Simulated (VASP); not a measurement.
# Ir in VASP: a series of runs

Ir is run at these levels: r2SCAN; tasks: single point, relaxation of the atoms.

Everything below comes from runs of VASP 6.6.1. Logs are shortened: lines on timing, memory, paths and dates and some standing lists are left out, and cuts for length are marked.

## Step 1: The cell of the first run

The cell holds a slab with vacuum, 4 atoms: a = 2.718 Å, b = 2.718 Å, c = 22.766 Å, α = 90.00°, β = 90.00°, γ = 90.00°.

## Step 2: Single point, r2SCAN

Input file POSCAR:

```
Ir
1.0
    2.7182807111      0.0000000000      0.0000000000
    0.0000000000      2.7182807111      0.0000000000
    0.0000000000      0.0000000000     22.7663441720
Ir
4
Direct
    0.5000000000      0.5000000000      0.3733581437
    0.0000000000      0.0000000000      0.4577860479
    0.5000000000      0.5000000000      0.5427702248
    0.0000000000      0.0000000000      0.6228805026
```

Input file INCAR.step1:

```
ALGO = Normal
DIPOL = 0.5 0.5 0.499
EDIFF = 1E-4
ENCUT = 520
GGA = PE
IDIPOL = 3
ISMEAR = 0
LASPH = T
LCHARG = F
LDIPOL = T
LREAL = F
LWAVE = T
NBANDS = 26
NELM = 100
PREC = Accurate
SIGMA = 0.1
```

Input file INCAR.step2:

```
ALGO = Normal
DIPOL = 0.5 0.5 0.499
EDIFF = 1E-6
ENCUT = 520
IDIPOL = 3
ISIF = 2
ISMEAR = 0
ISTART = 1
LASPH = T
LCHARG = F
LDIPOL = T
LMIXTAU = T
LREAL = F
LWAVE = F
METAGGA = R2SCAN
NBANDS = 26
NELM = 100
PREC = Accurate
SIGMA = 0.1
```

Input file KPOINTS:

```
k-points
0
Gamma
  11 11 1
```

Potentials or basis: VASP PAW PBE potentials, release 64 (Ir).

The run is started by

```bash
cat potpaw_PBE.64/Ir/POTCAR > POTCAR
cp INCAR.step1 INCAR
mpirun -np 1 vasp_std > vasp.out
cp INCAR.step2 INCAR
mpirun -np 1 vasp_std > vasp.out
```

OUTCAR:

```text
EDIFF = 1E-6
   ENCUT = 520
   ISIF = 2
   ISMEAR = 0
   ISTART = 1
   LASPH = T
   LREAL = F
   METAGGA = R2SCAN
   NELM = 100
   PREC = Accurate

 ion  position               nearest neighbor table
   1  0.500  0.500  0.373-   2 2.72   2 2.72   2 2.72   2 2.72
   2  0.000  0.000  0.458-   1 2.72   1 2.72   1 2.72   1 2.72   3 2.73   3 2.73   3 2.73   3 2.73

   3  0.500  0.500  0.543-   4 2.65   4 2.65   4 2.65   4 2.65   2 2.73   2 2.73   2 2.73   2 2.73

   4  0.000  0.000  0.623-   3 2.65   3 2.65   3 2.65   3 2.65

  LATTYP: Found a simple tetragonal cell.
 ALAT       =     2.7182807111
 C/A-ratio  =     8.3752734142

  Lattice vectors:

 A1 = (   2.7182807111,   0.0000000000,   0.0000000000)
 A2 = (   0.0000000000,   2.7182807111,   0.0000000000)
 A3 = (   0.0000000000,   0.0000000000,  22.7663441720)

Analysis of symmetry for initial positions (statically):
=====================================================================
 Subroutine PRICEL returns:
 Original cell was already a primitive cell.

 Routine SETGRP: Setting up the symmetry group for a
 simple tetragonal supercell.

 Subroutine GETGRP returns: Found  8 space group operations
 (whereof  8 operations were pure point group operations)
 out of a pool of 16 trial point group operations.

The static configuration has the point symmetry C_4v.

Analysis of symmetry for dynamics (positions and initial velocities):
=====================================================================
 Subroutine PRICEL returns:
 Original cell was already a primitive cell.

 Routine SETGRP: Setting up the symmetry group for a
 simple tetragonal supercell.

 Subroutine GETGRP returns: Found  8 space group operations
 (whereof  8 operations were pure point group operations)
 out of a pool of 16 trial point group operations.

The dynamic configuration has the point symmetry C_4v.

 Subroutine INISYM returns: Found  8 space group operations
 (whereof  8 operations are pure point group operations),
 and found     1 'primitive' translations

----------------------------------------------------------------------------------------

                                     Primitive cell

  volume of cell :     168.2217

  direct lattice vectors                    reciprocal lattice vectors
     2.718280711  0.000000000  0.000000000     0.367879592  0.000000000  0.000000000
     0.000000000  2.718280711  0.000000000     0.000000000  0.367879592  0.000000000
     0.000000000  0.000000000 22.766344172     0.000000000  0.000000000  0.043924487

  length of vectors
     2.718280711  2.718280711 22.766344172     0.367879592  0.367879592  0.043924487

  position of ions in fractional coordinates (direct lattice)
     0.500000000  0.500000000  0.373358144
     0.000000000  0.000000000  0.457786048
     0.500000000  0.500000000  0.542770225
     0.000000000  0.000000000  0.622880503

  ion indices of the primitive-cell ions
   primitive index   ion index
                 1           1
                 2           2
                 3           3
                 4           4

----------------------------------------------------------------------------------------

 KPOINTS: k-points

Automatic generation of k-mesh.
 Grid dimensions read from file:
 generate k-points for:   11   11    1

 Generating k-lattice:

  Cartesian coordinates                     Fractional coordinates (reciprocal lattice)
     0.033443599  0.000000000  0.000000000     0.090909091  0.000000000  0.000000000
     0.000000000  0.033443599  0.000000000     0.000000000  0.090909091  0.000000000
     0.000000000  0.000000000  0.043924487     0.000000000  0.000000000  1.000000000

  Length of vectors
     0.033443599  0.033443599  0.043924487

  Shift w.r.t. Gamma in fractional coordinates (k-lattice)
     0.000000000  0.000000000  0.000000000

 Subroutine IBZKPT returns following result:
 ===========================================

 Found     21 irreducible k-points:

 Following reciprocal coordinates:
            Coordinates               Weight
  0.000000  0.000000  0.000000      1.000000
  0.090909  0.000000  0.000000      4.000000
  0.181818  0.000000  0.000000      4.000000
  0.272727  0.000000  0.000000      4.000000
  0.363636  0.000000  0.000000      4.000000
  0.454545  0.000000  0.000000      4.000000
[... 13 lines left out ...]
  0.454545  0.363636  0.000000      8.000000
  0.454545  0.454545  0.000000      4.000000
   k-points           NKPTS =     21   k-points in BZ     NKDIM =     21   number of bands    NBANDS=     26
   number of dos      NEDOS =    301   number of ions     NIONS =      4
   total plane-waves  NPLWV =  72000
   dimension x,y,z NGX =    20 NGY =   20 NGZ =  180
   dimension x,y,z NGXF=    40 NGYF=   40 NGZF=  360
   ions per type =               4
   NGX,Y,Z   is equivalent  to a cutoff of  12.23, 12.23, 13.14 a.u.
   NGXF,Y,Z  is equivalent  to a cutoff of  24.46, 24.46, 26.29 a.u.
 SYSTEM =  unknown system
   PREC   = accura    normal or accurate (medium, high low for compatibility)
   ISTART =      1    job   : 0-new  1-cont  2-samecut
   ICHARG =      0    charge: 1-file 2-atom 10-const
   ISPIN  =      1    spin polarized calculation?
   LNONCOLLINEAR =      F non collinear calculations
   LSORBIT =      F    spin-orbit coupling
   LASPH  =      T    aspherical Exc in radial PAW
   ENCUT  =  520.0 eV  38.22 Ry    6.18 a.u.   5.05  5.05 42.33*2*pi/ulx,y,z
   NELM   =    100;   NELMIN=  2; NELMDL=  0     # of ELM steps
   EDIFF  = 0.1E-05   stopping-criterion for ELM
   LREAL  =      F    real-space projection
   EDIFFG = 0.1E-04   stopping-criterion for IOM
   NSW    =      0    number of steps for IOM
   IBRION =     -1    ionic relax: 0-MD 1-quasi-New 2-CG
   NFREE  =      0    steps in history (QN), initial steepest desc. (CG)
   ISIF   =      2    stress and relaxation
   ISYM   =      2    0-nonsym 1-usesym 2-fastsym
   POTIM  = 0.5000    time-step for ionic-motion
   TEBEG  =    0.0;   TEEND  =   0.0 temperature during run
   PSTRESS=    0.0 pullay stress
   NELECT =      36.0000    total number of electrons
   NUPDOWN=      -1.0000    fix difference up-down
   EMIN   =  10.00;   EMAX   =-10.00  energy-range for DOS
   EFERMI =   0.00;   METHOD = LEGACY
   ISMEAR =     0;   SIGMA  =   0.10  broadening in eV -4-tet -1-fermi 0-gaus
   EFERMI_NEDOS =   21; number of points for ismear=-14 and -15
   IALGO  =     38    algorithm
   IMIX   =      4    mixing-type and parameters
     AMIX     =   0.40;   BMIX     =  1.00
     AMIX_MAG =   1.60;   BMIX_MAG =  1.00
  volume/ion in A,a.u.               =      42.06       283.80
  Fermi-wavevector in a.u.,A,eV,Ry     =   0.979223  1.850464 13.046328  0.958878
  Thomas-Fermi vector in A             =   2.110060
   LORBIT       =      0    0 simple, 1 ext, 2 COOP (PROOUT), +10 PAW based schemes
   METAGGA = R2SCAN    functional components
   LHFCALC =     F    Hartree Fock is set to
   AEXX    =    0.0000 exact exchange contribution
   IVDW    =     0    specifies the selected vdW correction
   LEPSILON=     F    determine dielectric tensor
   LRPA    =     F    only Hartree local field effects (RPA)
 non-spin polarized calculation
 Gauss-broadening in eV      SIGMA  =   0.10
  energy-cutoff  :      520.00
  volume of cell :      168.22
 maximum number of plane-waves:      4565
   NGX = 11   NGY = 11   NGZ = 85

 dipolmoment           0.000000      0.000000      0.000061 electrons x Angstroem

 number of electron      35.9999993 magnetization

 dipolmoment           0.000000      0.000000     -0.000045 electrons x Angstroem

 Free energy of the ion-electron system (eV)
  ---------------------------------------------------
  ext. energy  EPLUGINS =         0.00000000
  ---------------------------------------------------
  free energy    TOTEN  =      -206.46938692 eV

  energy without entropy =     -206.43925678  energy(sigma->0) =     -206.45432185

 E-fermi :  -0.3755     XC(G=0):  -5.9889

 val. band max:       -0.3852826087   @ k =   0.1818   0.0909   0.0000
 cond. band min:      -0.3421949700   @ k =   0.4545   0.2727   0.0000
 fundamental gap:      0.0430876387
 Fermi energy:        -0.3755205745

 k-point     1 :       0.0000    0.0000    0.0000
  band No.  band energies     occupation
      1     -11.0434      2.00000
      2      -9.0315      2.00000
      3      -7.9675      2.00000
      4      -7.6380      2.00000
      5      -7.3622      2.00000
      6      -6.5159      2.00000
[... 18 lines left out ...]
     25       1.5491      0.00000
     26       5.2395      0.00000

 k-point     2 :       0.0909    0.0000    0.0000
  band No.  band energies     occupation
      1     -10.8051      2.00000
      2      -8.8332      2.00000
      3      -7.7893      2.00000
      4      -7.4581      2.00000
      5      -7.1747      2.00000
      6      -6.3678      2.00000
[... 18 lines left out ...]
     25       2.8796      0.00000
     26       5.4291      0.00000

 k-point     3 :       0.1818    0.0000    0.0000
  band No.  band energies     occupation
      1     -10.1511      2.00000
      2      -8.3981      2.00000
      3      -7.4380      2.00000
      4      -6.9367      2.00000
      5      -6.8224      2.00000
      6      -5.7071      2.00000
[... 18 lines left out ...]
     25       4.4404      0.00000
     26       6.0041      0.00000

 k-point     4 :       0.2727    0.0000    0.0000
  band No.  band energies     occupation
      1      -9.2773      2.00000
      2      -8.0997      2.00000
      3      -7.1217      2.00000
      4      -6.8079      2.00000
      5      -5.9449      2.00000
      6      -4.7746      2.00000
[... 18 lines left out ...]
     25       5.7793      0.00000
     26       6.8425      0.00000
[... 409 lines left out ...]
      1      -7.5315      2.00000
      2      -7.2229      2.00000
      3      -6.9471      2.00000
      4      -6.9279      2.00000
      5      -5.9786      2.00000
      6      -5.6078      2.00000
[... 18 lines left out ...]
     25       6.8128      0.00000
     26       9.2454      0.00000

 k-point    20 :       0.4545    0.3636    0.0000
  band No.  band energies     occupation
      1      -7.6823      2.00000
      2      -7.5056      2.00000
      3      -7.1783      2.00000
      4      -7.1344      2.00000
      5      -6.0291      2.00000
      6      -5.8551      2.00000
[... 18 lines left out ...]
     25       7.0790      0.00000
     26       8.0700      0.00000

 k-point    21 :       0.4545    0.4545    0.0000
  band No.  band energies     occupation
      1      -7.9640      2.00000
      2      -7.7900      2.00000
      3      -7.3312      2.00000
      4      -7.3295      2.00000
      5      -6.3316      2.00000
      6      -6.1425      2.00000
[... 18 lines left out ...]
     25       7.8593      0.00000
     26       8.8034      0.00000

------------------------ aborting loop because EDIFF is reached ----------------------------------------

 vacuum level on the upper side and lower side of the slab       (xc-potential included)        -0.107        -0.090

  FORCE on cell =-STRESS in cart. coord.  units (eV):
  Direction    XX          YY          ZZ          XY          YZ          ZX
  --------------------------------------------------------------------------------------
  -------------------------------------------------------------------------------------
  Total       -3.8338381     -3.8338381     -1.1528483      0.0000000      0.0000000      0.0000000
  in kB      -36.5142556    -36.5142556    -10.9799622      0.0000000      0.0000000      0.0000000
  external PRESSURE =     -28.0028245 kB  Pullay stress =       0.0000000 kB

 VOLUME and BASIS-vectors are now :
 -----------------------------------------------------------------------------
  energy-cutoff  :      520.00
  volume of cell :      168.22
      direct lattice vectors                 reciprocal lattice vectors
     2.718280711  0.000000000  0.000000000     0.367879592  0.000000000  0.000000000
     0.000000000  2.718280711  0.000000000     0.000000000  0.367879592  0.000000000
     0.000000000  0.000000000 22.766344172     0.000000000  0.000000000  0.043924487

 POSITION                                       TOTAL-FORCE (eV/Angst)
 -----------------------------------------------------------------------------------
      1.35914      1.35914      8.50000        -0.000000     -0.000000      0.870478
      0.00000      0.00000     10.42211        -0.000000      0.000000     -1.003805
      1.35914      1.35914     12.35689         0.000000     -0.000000     -0.022610
      0.00000      0.00000     14.18071        -0.000000     -0.000000      0.155936
 -----------------------------------------------------------------------------------
    total drift:                                0.000000     -0.000000     -0.000583

  FREE ENERGIE OF THE ION-ELECTRON SYSTEM (eV)
  ---------------------------------------------------
  free  energy   TOTEN  =      -206.4693869158 eV

  energy  without entropy=     -206.4392567751  energy(sigma->0) =     -206.45432185

 vacuum level on the upper side and lower side of the slab         5.217         5.245
```

It took 4 min on 1 thread of Intel Xeon 6975P-C (Granite Rapids), shared host; peak memory 0.31 GiB.

Results:

```
Free energy            : -206.4694 eV
Largest force          : 1.004 eV/Å
Band gap on the k mesh : zero (bands 18 and 19 overlap by 1.96 eV)
```

Forces on the atoms (eV/Å):
```
Ir   0.000  0.000  0.870
Ir   0.000  0.000 -1.004
Ir   0.000  0.000 -0.023
Ir   0.000  0.000  0.156
```

Levels at points of the mesh, in eV from the Fermi level:
| k point | band 15 | band 16 | band 17 | band 18 | band 19 | band 20 | band 21 | band 22 |
| --- | --- | --- | --- | --- | --- | --- | --- | --- |
| (0.00, 0.00, 0.00) | -1.36 | -1.07 | -0.25 | -0.09 | -0.09 | 0.24 | 0.78 | 1.04 |

Caveat: the PAW data sets were made with another functional, which shifts forces and pressure a little; spin-orbit coupling is left out, which moves the levels of the heavy elements.

## Step 3: Relaxation of the atoms, r2SCAN

Input file POSCAR:

```
Ir
1.0
    2.7182807110      0.0000000000      0.0000000000
    0.0000000000      2.7182807110      0.0000000000
    0.0000000000      0.0000000000     22.7663441717
Ir
4
Selective dynamics
Direct
    0.5000000000      0.5000000000      0.3733581438  F F F
    0.0000000000      0.0000000000      0.4577860479  F F F
    0.5000000000      0.5000000000      0.5422139521  T T T
    0.0000000000      0.0000000000      0.6266418562  T T T
```

Input file INCAR.step1:

```
SYSTEM = Ir
PREC = Accurate
ENCUT = 520
ISMEAR = 0
SIGMA = 0.1
LREAL = .False.
LASPH = .True.
NELM = 80
LDIPOL = .True.
IDIPOL = 3
DIPOL = 0.5 0.5 0.500
GGA = PE
ALGO = Normal
EDIFF = 1E-4
LWAVE = .True.
LCHARG = .False.
```

Input file INCAR.step2:

```
SYSTEM = Ir
PREC = Accurate
ENCUT = 520
EDIFF = 1E-6
ISMEAR = 0
SIGMA = 0.1
LREAL = .False.
LASPH = .True.
NELM = 80
ALGO = Normal
ISIF = 2
LWAVE = .False.
LCHARG = .False.
LDIPOL = .True.
IDIPOL = 3
DIPOL = 0.5 0.5 0.500
METAGGA = R2SCAN
LMIXTAU = .True.
IBRION = 2
NSW = 90
EDIFFG = -0.03
ISTART = 1
```

Input file KPOINTS:

```
Automatic mesh
0
Gamma
  11 11 1
  0 0 0
```

Potentials or basis: VASP PAW PBE potentials, release 64 (Ir).

The run is started by

```bash
cat potpaw_PBE.64/Ir/POTCAR > POTCAR
cp INCAR.step1 INCAR
mpirun -np 1 vasp_std > vasp.out
cp INCAR.step2 INCAR
mpirun -np 1 vasp_std > vasp.out
```

Wall time 37 min (1 thread of Oxide Virtual Turin-like, shared host); peak memory 0.28 GiB.

Results (log left out):

```
Free energy               : -206.4708 eV
Energy gained by relaxing : 10.1 meV/atom
Ionic steps               : 5
Band gap on the k mesh    : zero (bands 18 and 19 overlap by 1.97 eV)
```

The path:
```tsv
step	energy change (eV)	largest force on free atoms (eV/Å)	pressure (GPa)
1	0.0000	0.9059	-4.24
2	-0.0377	0.1367	-3.54
3	-0.0379	0.1081	-3.57
4	-0.0389	0.0823	-3.48
5	-0.0403	0.0255	-3.20
```

Final structure:
```
Ir
1.0
     2.71828    0.00000    0.00000
     0.00000    2.71828    0.00000
     0.00000    0.00000   22.76634
Ir
4
Direct
  0.50000 0.50000 0.37336
  0.00000 0.00000 0.45779
  0.50000 0.50000 0.54332
  0.00000 0.00000 0.62388
```

Levels at points of the mesh, in eV from the Fermi level:
| k point | band 15 | band 16 | band 17 | band 18 | band 19 | band 20 | band 21 | band 22 |
| --- | --- | --- | --- | --- | --- | --- | --- | --- |
| (0.00, 0.00, 0.00) | -1.38 | -1.02 | -0.24 | -0.07 | -0.07 | 0.23 | 0.79 | 1.04 |

Caveat: the PAW data sets were made with another functional, which shifts forces and pressure a little; spin-orbit coupling is left out, which moves the levels of the heavy elements.
